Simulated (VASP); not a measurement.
# ZnS (F-43m) in VASP: electric field gradients with r2SCAN

Aim: the electric field gradients of ZnS with r2SCAN.

Everything below comes from runs of VASP 6.6.1. Logs are shortened: lines on timing, memory, paths and dates and some standing lists are left out, and cuts for length are marked.

**What was measured.**

“Electronic, vibrational, and thermodynamic properties of ZnS (zincblende and rocksalt structure)”, 2009, arxiv:0911.5022 quotes, for a bulk crystal of ZnS at 19 K: band gap 3.85 eV (direct).

How close the calculation comes is told below.

## 1. The cell of the first run

Symmetry: F-43m, No. 216, cubic system. The conventional cell has a = 5.404 Å, b = 5.404 Å, c = 5.404 Å, α = 90.00°, β = 90.00°, γ = 90.00°. Within 3.1 Å of Zn (site symmetry -43m) lie 4 S at 2.34 Å. Within 3.1 Å of S (site symmetry -43m) lie 4 Zn at 2.34 Å.

## 2. Electric field gradients, r2SCAN

POSCAR reads:

```
ZnS
1.0
    0.0000000000      5.4040000000      5.4040000000
    5.4040000000      0.0000000000      5.4040000000
    5.4040000000      5.4040000000      0.0000000000
Zn S
8 8
Direct
    0.1250000000      0.1250000000      0.1250000000
    0.1250000000      0.1250000000      0.6250000000
    0.1250000000      0.6250000000      0.1250000000
    0.1250000000      0.6250000000      0.6250000000
    0.6250000000      0.1250000000      0.1250000000
    0.6250000000      0.1250000000      0.6250000000
    0.6250000000      0.6250000000      0.1250000000
    0.6250000000      0.6250000000      0.6250000000
    0.0000000000      0.0000000000      0.0000000000
    0.0000000000      0.0000000000      0.5000000000
    0.0000000000      0.5000000000      0.0000000000
    0.0000000000      0.5000000000      0.5000000000
    0.5000000000      0.0000000000      0.0000000000
    0.5000000000      0.0000000000      0.5000000000
    0.5000000000      0.5000000000      0.0000000000
    0.5000000000      0.5000000000      0.5000000000
```

INCAR.step1 reads:

```
SYSTEM = ZnS
ALGO = Normal
EDIFF = 1E-4
ENCUT = 520
GGA = PE
ISMEAR = 0
LASPH = .TRUE.
LCHARG = .FALSE.
LREAL = Auto
LWAVE = .TRUE.
NBANDS = 86
NELM = 60
PREC = Accurate
SIGMA = 0.01
```

INCAR.step2 reads:

```
SYSTEM = ZnS
ALGO = Normal
EDIFF = 1E-8
ENCUT = 520
ISIF = 2
ISMEAR = 0
ISTART = 1
LASPH = .TRUE.
LCHARG = .FALSE.
LEFG = .TRUE.
LMIXTAU = .TRUE.
LREAL = Auto
LWAVE = .FALSE.
METAGGA = R2SCAN
NBANDS = 86
NELM = 60
PREC = Accurate
SIGMA = 0.01
```

KPOINTS reads:

```
k-points
0
G
  4 4 4
  0 0 0
```

Potentials or basis: VASP PAW PBE potentials, release 64 (Zn, S).

The run is started by

```bash
> cat potpaw_PBE.64/Zn/POTCAR potpaw_PBE.64/S/POTCAR > POTCAR
> cp INCAR.step1 INCAR
> mpirun -np 1 vasp_std > vasp.out
> cp INCAR.step2 INCAR
> mpirun -np 1 vasp_std > vasp.out
```

OUTCAR:

```text
SYSTEM = ZnS
   EDIFF = 1E-8
   ENCUT = 520
   ISIF = 2
   ISMEAR = 0
   ISTART = 1
   LASPH = .TRUE.
   LREAL = Auto
   METAGGA = R2SCAN
   NELM = 60
   PREC = Accurate

 ion  position               nearest neighbor table
   1  0.125  0.125  0.125-   9 2.34  10 2.34  11 2.34  13 2.34
   2  0.125  0.125  0.625-   9 2.34  10 2.34  12 2.34  14 2.34
   3  0.125  0.625  0.125-   9 2.34  11 2.34  12 2.34  15 2.34
   4  0.125  0.625  0.625-  10 2.34  11 2.34  12 2.34  16 2.34
   5  0.625  0.125  0.125-   9 2.34  13 2.34  14 2.34  15 2.34
   6  0.625  0.125  0.625-  10 2.34  13 2.34  14 2.34  16 2.34
[... 8 lines left out ...]
  15  0.500  0.500  0.000-   3 2.34   5 2.34   7 2.34   8 2.34
  16  0.500  0.500  0.500-   4 2.34   6 2.34   7 2.34   8 2.34
[... 6 lines left out ...]
 A1 = (   0.0000000000,   5.4040000000,   5.4040000000)
 A2 = (   5.4040000000,   0.0000000000,   5.4040000000)
 A3 = (   5.4040000000,   5.4040000000,   0.0000000000)

Analysis of symmetry for initial positions (statically):
=====================================================================
 Subroutine PRICEL returns following result:

  LATTYP: Found a face centered cubic cell.
 ALAT       =     5.4040000000

  Lattice vectors:

 A1 = (   0.0000000000,   2.7020000000,   2.7020000000)
 A2 = (   2.7020000000,   0.0000000000,   2.7020000000)
 A3 = (   2.7020000000,   2.7020000000,   0.0000000000)

   8 primitive cells build up your supercell.

 Routine SETGRP: Setting up the symmetry group for a
 face centered cubic supercell.

 Subroutine GETGRP returns: Found 24 space group operations
 (whereof 24 operations were pure point group operations)
 out of a pool of 48 trial point group operations.

The static configuration has the point symmetry T_d .

Analysis of symmetry for dynamics (positions and initial velocities):
=====================================================================
 Subroutine PRICEL returns following result:

  LATTYP: Found a face centered cubic cell.
 ALAT       =     5.4040000000

  Lattice vectors:

 A1 = (   0.0000000000,   2.7020000000,   2.7020000000)
 A2 = (   2.7020000000,   0.0000000000,   2.7020000000)
 A3 = (   2.7020000000,   2.7020000000,   0.0000000000)

   8 primitive cells build up your supercell.

 Routine SETGRP: Setting up the symmetry group for a
 face centered cubic supercell.

 Subroutine GETGRP returns: Found 24 space group operations
 (whereof 24 operations were pure point group operations)
 out of a pool of 48 trial point group operations.

The dynamic configuration has the point symmetry T_d .

 Subroutine INISYM returns: Found 24 space group operations
 (whereof 24 operations are pure point group operations),
 and found     8 'primitive' translations

----------------------------------------------------------------------------------------

                                     Primitive cell

  volume of cell :      39.4535

  direct lattice vectors                    reciprocal lattice vectors
     0.000000000  2.702000000  2.702000000    -0.185048113  0.185048113  0.185048113
     2.702000000  0.000000000  2.702000000     0.185048113 -0.185048113  0.185048113
     2.702000000  2.702000000  0.000000000     0.185048113  0.185048113 -0.185048113

  length of vectors
     3.821205046  3.821205046  3.821205046     0.320512733  0.320512733  0.320512733

  position of ions in fractional coordinates (direct lattice)
     0.250000000  0.250000000  0.250000000
     0.000000000  0.000000000  0.000000000

  ion indices of the primitive-cell ions
   primitive index   ion index
                 1           1
                 2           9

----------------------------------------------------------------------------------------

 KPOINTS: k-points

Automatic generation of k-mesh.
 Grid dimensions read from file:
 generate k-points for:    4    4    4

 Generating k-lattice:

  Cartesian coordinates                     Fractional coordinates (reciprocal lattice)
    -0.023131014  0.023131014  0.023131014     0.250000000  0.000000000  0.000000000
     0.023131014 -0.023131014  0.023131014     0.000000000  0.250000000  0.000000000
     0.023131014  0.023131014 -0.023131014     0.000000000  0.000000000  0.250000000

  Length of vectors
     0.040064092  0.040064092  0.040064092

  Shift w.r.t. Gamma in fractional coordinates (k-lattice)
     0.000000000  0.000000000  0.000000000

 Subroutine IBZKPT returns following result:
 ===========================================

 Found      8 irreducible k-points:

 Following reciprocal coordinates:
            Coordinates               Weight
  0.000000  0.000000  0.000000      1.000000
  0.250000  0.000000  0.000000      8.000000
  0.500000  0.000000  0.000000      4.000000
  0.250000  0.250000  0.000000      6.000000
  0.500000  0.250000  0.000000     24.000000
 -0.250000  0.250000  0.000000     12.000000
  0.500000  0.500000  0.000000      3.000000
 -0.250000  0.500000  0.250000      6.000000
   k-points           NKPTS =      8   k-points in BZ     NKDIM =      8   number of bands    NBANDS=     86
   number of dos      NEDOS =    301   number of ions     NIONS =     16
   total plane-waves  NPLWV = 216000
   dimension x,y,z NGX =    60 NGY =   60 NGZ =   60
   dimension x,y,z NGXF=   120 NGYF=  120 NGZF=  120
   ions per type =               8   8
   NGX,Y,Z   is equivalent  to a cutoff of  13.05, 13.05, 13.05 a.u.
   NGXF,Y,Z  is equivalent  to a cutoff of  26.10, 26.10, 26.10 a.u.
 SYSTEM =  ZnS
   PREC   = accura    normal or accurate (medium, high low for compatibility)
   ISTART =      1    job   : 0-new  1-cont  2-samecut
   ICHARG =      0    charge: 1-file 2-atom 10-const
   ISPIN  =      1    spin polarized calculation?
   LNONCOLLINEAR =      F non collinear calculations
   LSORBIT =      F    spin-orbit coupling
   LASPH  =      T    aspherical Exc in radial PAW
   ENCUT  =  520.0 eV  38.22 Ry    6.18 a.u.  14.21 14.21 14.21*2*pi/ulx,y,z
   NELM   =     60;   NELMIN=  2; NELMDL=  0     # of ELM steps
   EDIFF  = 0.1E-07   stopping-criterion for ELM
   LREAL  =      T    real-space projection
   EDIFFG = 0.1E-06   stopping-criterion for IOM
   NSW    =      0    number of steps for IOM
   IBRION =     -1    ionic relax: 0-MD 1-quasi-New 2-CG
   NFREE  =      0    steps in history (QN), initial steepest desc. (CG)
   ISIF   =      2    stress and relaxation
   ISYM   =      2    0-nonsym 1-usesym 2-fastsym
   POTIM  = 0.5000    time-step for ionic-motion
   TEBEG  =    0.0;   TEEND  =   0.0 temperature during run
   PSTRESS=    0.0 pullay stress
   NELECT =     144.0000    total number of electrons
   NUPDOWN=      -1.0000    fix difference up-down
   EMIN   =  10.00;   EMAX   =-10.00  energy-range for DOS
   EFERMI =   0.00;   METHOD = LEGACY
   ISMEAR =     0;   SIGMA  =   0.01  broadening in eV -4-tet -1-fermi 0-gaus
   EFERMI_NEDOS =   21; number of points for ismear=-14 and -15
   IALGO  =     38    algorithm
   IMIX   =      4    mixing-type and parameters
     AMIX     =   0.40;   BMIX     =  1.00
     AMIX_MAG =   1.60;   BMIX_MAG =  1.00
  volume/ion in A,a.u.               =      19.73       133.12
  Fermi-wavevector in a.u.,A,eV,Ry     =   1.260290  2.381602 21.610537  1.588330
  Thomas-Fermi vector in A             =   2.393807
   LORBIT       =      0    0 simple, 1 ext, 2 COOP (PROOUT), +10 PAW based schemes
   METAGGA = R2SCAN    functional components
   LHFCALC =     F    Hartree Fock is set to
   AEXX    =    0.0000 exact exchange contribution
   IVDW    =     0    specifies the selected vdW correction
   LEPSILON=     F    determine dielectric tensor
   LRPA    =     F    only Hartree local field effects (RPA)
 non-spin polarized calculation
 Gauss-broadening in eV      SIGMA  =   0.01
  energy-cutoff  :      520.00
  volume of cell :      315.63
 maximum number of plane-waves:      8516
 NGX is ok and might be reduce to    60
   NGX = 29   NGY = 29   NGZ = 29

 number of electron     144.0000132 magnetization

 Free energy of the ion-electron system (eV)
  ---------------------------------------------------
  ext. energy  EPLUGINS =         0.00000000
  ---------------------------------------------------
  free energy    TOTEN  =      -150.93385023 eV

  energy without entropy =     -150.93385023  energy(sigma->0) =     -150.93385023

 E-fermi :   1.9274     XC(G=0): -10.2840

 val. band max:        1.8306456182   @ k =   0.0000   0.0000   0.0000
 cond. band min:       4.5054979968   @ k =   0.0000   0.0000   0.0000
 fundamental gap:      2.6748523786
 Fermi energy:         1.9274253897

 k-point     1 :       0.0000    0.0000    0.0000
  band No.  band energies     occupation
      1     -11.8446      2.00000
      2     -10.8994      2.00000
      3     -10.8994      2.00000
      4     -10.8994      2.00000
      5     -10.8994      2.00000
      6     -10.5809      2.00000
[... 685 lines left out ...]
     83       7.6758      0.00000
     84       7.6758      0.00000
 [bands above 84 left out]

------------------------ aborting loop because EDIFF is reached ----------------------------------------

  FORCE on cell =-STRESS in cart. coord.  units (eV):
  Direction    XX          YY          ZZ          XY          YZ          ZX
  --------------------------------------------------------------------------------------
  -------------------------------------------------------------------------------------
  Total       -1.1897781     -1.1897781     -1.1897781      0.0000000      0.0000000      0.0000000
  in kB       -6.0394937     -6.0394937     -6.0394937      0.0000000      0.0000000      0.0000000
  external PRESSURE =      -6.0394937 kB  Pullay stress =       0.0000000 kB

 VOLUME and BASIS-vectors are now :
 -----------------------------------------------------------------------------
  energy-cutoff  :      520.00
  volume of cell :      315.63
      direct lattice vectors                 reciprocal lattice vectors
     0.000000000  5.404000000  5.404000000    -0.092524056  0.092524056  0.092524056
     5.404000000  0.000000000  5.404000000     0.092524056 -0.092524056  0.092524056
     5.404000000  5.404000000  0.000000000     0.092524056  0.092524056 -0.092524056

 POSITION                                       TOTAL-FORCE (eV/Angst)
 -----------------------------------------------------------------------------------
      1.35100      1.35100      1.35100        -0.000000     -0.000000     -0.000000
      4.05300      4.05300      1.35100        -0.000000     -0.000000     -0.000000
      4.05300      1.35100      4.05300        -0.000000     -0.000000     -0.000000
      6.75500      4.05300      4.05300        -0.000000     -0.000000     -0.000000
      1.35100      4.05300      4.05300        -0.000000     -0.000000     -0.000000
      4.05300      6.75500      4.05300        -0.000000     -0.000000     -0.000000
[... 8 lines left out ...]
      2.70200      2.70200      5.40400         0.000000      0.000000      0.000000
      5.40400      5.40400      5.40400         0.000000      0.000000      0.000000
 -----------------------------------------------------------------------------------
    total drift:                               -0.000146     -0.000146     -0.000145

  FREE ENERGIE OF THE ION-ELECTRON SYSTEM (eV)
  ---------------------------------------------------
  free  energy   TOTEN  =      -150.9338502254 eV

  energy  without entropy=     -150.9338502254  energy(sigma->0) =     -150.93385023

 Electric field gradients (V/A^2)
---------------------------------------------------------------------
 ion       V_xx      V_yy      V_zz      V_xy      V_xz      V_yz
---------------------------------------------------------------------
   1       0.000     0.000     0.000     0.003     0.003     0.003
   2       0.000     0.000     0.000     0.003     0.003     0.003
   3       0.000     0.000     0.000     0.003     0.003     0.003
   4       0.000     0.000     0.000     0.003     0.003     0.003
   5       0.000     0.000     0.000     0.003     0.003     0.003
   6       0.000     0.000     0.000     0.003     0.003     0.003
[... 8 lines left out ...]
  15      -0.000    -0.000    -0.000     0.000     0.000     0.000
  16      -0.000    -0.000    -0.000     0.000     0.000     0.000
---------------------------------------------------------------------

 Electric field gradients after diagonalization (V/A^2)
 (convention: |V_zz| > |V_xx| > |V_yy|)
----------------------------------------------------------------------
 ion       V_xx      V_yy      V_zz     asymmetry (V_yy - V_xx)/ V_zz
----------------------------------------------------------------------
   1      -0.003    -0.003     0.006       0.000
   2      -0.003    -0.003     0.006       0.000
   3      -0.003    -0.003     0.006       0.000
   4      -0.003    -0.003     0.006       0.000
   5      -0.003    -0.003     0.006       0.000
   6      -0.003    -0.003     0.006       0.000
[... 8 lines left out ...]
  15      -0.000    -0.000     0.000       0.000
  16      -0.000    -0.000     0.000       0.000
----------------------------------------------------------------------

           NMR quadrupolar parameters

 Cq : quadrupolar parameter    Cq=e*Q*V_zz/h
 eta: asymmetry parameters     (V_yy - V_xx)/ V_zz
 Q  : nuclear electric quadrupole moment in mb (millibarn)
----------------------------------------------------------------------
 ion       Cq(MHz)       eta       Q (mb)
----------------------------------------------------------------------
   1       0.000       0.000       1.000
   2       0.000       0.000       1.000
   3       0.000       0.000       1.000
   4       0.000       0.000       1.000
   5       0.000       0.000       1.000
   6       0.000       0.000       1.000
[... 8 lines left out ...]
  15       0.000       0.000       1.000
  16       0.000       0.000       1.000
----------------------------------------------------------------------
```

It took 18 min on 1 thread of Intel Xeon Platinum 8488C (Sapphire Rapids), shared host; peak memory 0.63 GiB.

What came out:

```
Free energy            : -150.9339 eV
Pressure               : -0.6 GPa
Band gap on the k mesh : 2.67 eV
```

Caveat: without QUAD_EFG the Cq values of the log hold for a quadrupole moment of 1 mb, not for the nuclei; the PAW data sets were made with another functional, which shifts forces and pressure a little.

## 3. Against experiment

Step 2. Measured gap of ZnS: 3.85 eV (direct; 19 K; quoted in “Electronic, vibrational, and thermodynamic properties of ZnS (zincblende and rocksalt structure)”, 2009, arxiv:0911.5022). This calculation gives 2.67 eV (-1.18 eV). The value is that of r2SCAN, without temperature or zero-point motion.
